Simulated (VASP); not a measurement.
# PdPt2: relaxation of cell and atoms with PBE

The system is PdPt2.

```
CELL_PARAMETERS angstrom
0.00000 3.69593 3.69593
3.69593 0.00000 3.69593
3.69593 3.69593 0.00000
ATOMIC_POSITIONS crystal
Pd 0.00000 0.00000 0.00000
Pd 0.25000 0.25000 0.25000
Pt 0.12500 0.62500 0.62500
Pt 0.62500 0.62500 0.62500
Pt 0.62500 0.62500 0.12500
Pt 0.62500 0.12500 0.62500
```

```json
{
  "Program": "VASP 6.6.1",
  "Task": "relaxation of cell and atoms",
  "Functional": "PBE",
  "Potentials or basis": "VASP PAW PBE potentials, release 64 (Pd, Pt)",
  "Cutoff": "600 eV",
  "k mesh": "10 × 10 × 10",
  "Occupations": "gaussian, width 0.1 eV",
  "Spin": "no spin polarisation",
  "Dipole correction": "no",
  "Further INCAR settings": "ALGO = Fast; EDIFF = 1e-06; IBRION = 2; EDIFFG = -0.01; NSW = 100; ISIF = 3"
}
```

* Relaxed volume: 16.77 Å³/atom
* Relaxed cell: a = 5.221 Å, b = 5.221 Å, c = 5.221 Å, α = 60.00°, β = 60.00°, γ = 60.00°
* Space group after relaxing (to 0.05 Å): Fd-3m (No. 227)
* Energy gained by relaxing: 0.1 meV/atom
* Ionic steps: 3
* Pressure after relaxing: 0.0 GPa
* Band gap on the k mesh: zero (band 30 reaches 10.23 eV, above the bottom of band 31 at 8.59 eV)

The path:
```tsv
step	energy change (eV)	largest force (eV/Å)	pressure (GPa)	volume (Å³)
1	0.0000	0.0000	-0.70	100.97
2	0.0024	0.0000	1.42	99.90
3	-0.0007	0.0000	0.01	100.62
```

Final structure:
```
Pd Pt
1.0
     0.00000    3.69162    3.69162
     3.69162    0.00000    3.69162
     3.69162    3.69162    0.00000
Pd Pt
2 4
Direct
  0.00000 0.00000 0.00000
  0.25000 0.25000 0.25000
  0.12500 0.62500 0.62500
  0.62500 0.62500 0.62500
  0.62500 0.62500 0.12500
  0.62500 0.12500 0.62500
```

Levels at points of the mesh, in eV from the Fermi level:
| k point | band 26 | band 27 | band 28 | band 29 | band 30 | band 31 | band 32 | band 33 | band 34 | band 35 |
| --- | --- | --- | --- | --- | --- | --- | --- | --- | --- | --- |
| (0.00, 0.00, 0.00) | -0.41 | 0.09 | 0.09 | 1.16 | 1.48 | 1.48 | 1.48 | 3.40 | 3.40 | 3.40 |
| (0.50, 0.00, 0.00) | -0.83 | -0.82 | -0.22 | -0.22 | 0.01 | 0.01 | 1.47 | 2.04 | 3.47 | 3.47 |
| (0.50, 0.50, 0.00) | -0.55 | -0.55 | -0.55 | -0.48 | -0.48 | -0.16 | -0.16 | 2.86 | 2.86 | 2.97 |

Wall time 12 min on 1 thread of Intel(R) Xeon(R) Platinum 8259CL CPU @ 2.50GHz (Skylake/Cascade Lake), on a shared host, peak memory 0.38 GiB.

Caveat: spin-orbit coupling is left out, which moves the levels of the heavy elements.
